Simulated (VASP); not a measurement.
Set up this calculation in VASP 6.6.1, as the native input.

- Task: single point
- Functional: LDA
- Potentials or basis: VASP PAW LDA potentials, release 64 (Mg, O)
- Cutoff: 520 eV
- k mesh: 4 × 4 × 4
- Occupations: gaussian, width 0.05 eV
- Spin: no spin polarisation
- Dipole correction: no
- Further INCAR settings: ALGO = Normal; EDIFF = 1e-07; NBANDS = 36

The structure of MgO lies in POSCAR:

```
MgO
1.0
    5.5230736673      0.0000000000      0.0000000000
    0.0000000000      5.5230736673      0.0000000000
    0.0000000000      0.0000000000      5.5230736673
Mg O
6 6
Direct
    0.2500000000      0.0055313840      0.5000000000
    0.0000000000      0.4944686160      0.2500000000
    0.5000000000      0.7500000000      0.0000000000
    0.7500000000      0.0055313840      0.5000000000
    0.0000000000      0.4944686160      0.7500000000
    0.5000000000      0.2500000000      0.0000000000
    0.2500000000      0.5321580843      0.0000000000
    0.5000000000     -0.0321580843      0.2500000000
    0.0000000000      0.7500000000      0.5000000000
    0.7500000000      0.5321580843      0.0000000000
    0.5000000000     -0.0321580843      0.7500000000
    0.0000000000      0.2500000000      0.5000000000
```

This cell differs from its parent crystal: atoms displaced along a vibrational mode.

The input as run:

INCAR

```
SYSTEM = MgO
ALGO = Normal
EDIFF = 1E-7
ENCUT = 520
ISIF = 2
ISMEAR = 0
LASPH = .True.
LCHARG = .False.
LREAL = .False.
LWAVE = .False.
NBANDS = 36
NELM = 100
PREC = Accurate
SIGMA = 0.05
```

KPOINTS

```
k-points
0
Gamma
  4 4 4
  0 0 0
```

Potentials or basis: VASP PAW LDA potentials, release 64 (Mg, O).

Command:

```bash
$ cat potpaw_LDA.64/Mg/POTCAR potpaw_LDA.64/O/POTCAR > POTCAR
$ mpirun -np 1 vasp_std > vasp.out
```

Results of the run:

```yaml
Pressure: 0.3 GPa
Largest_force: 2.683 eV/Å
Band_gap_on_the_k_mesh: 2.61 eV
```

Caveat: the cell differs from its parent crystal (atoms displaced along a vibrational mode); forces of over 1 eV/Å act on the atoms, so gaps and moduli don't describe the material at rest.

Run time: 3.7 min on 1 thread of Intel Xeon 8259CL, on a shared host, peak memory 0.25 GiB.
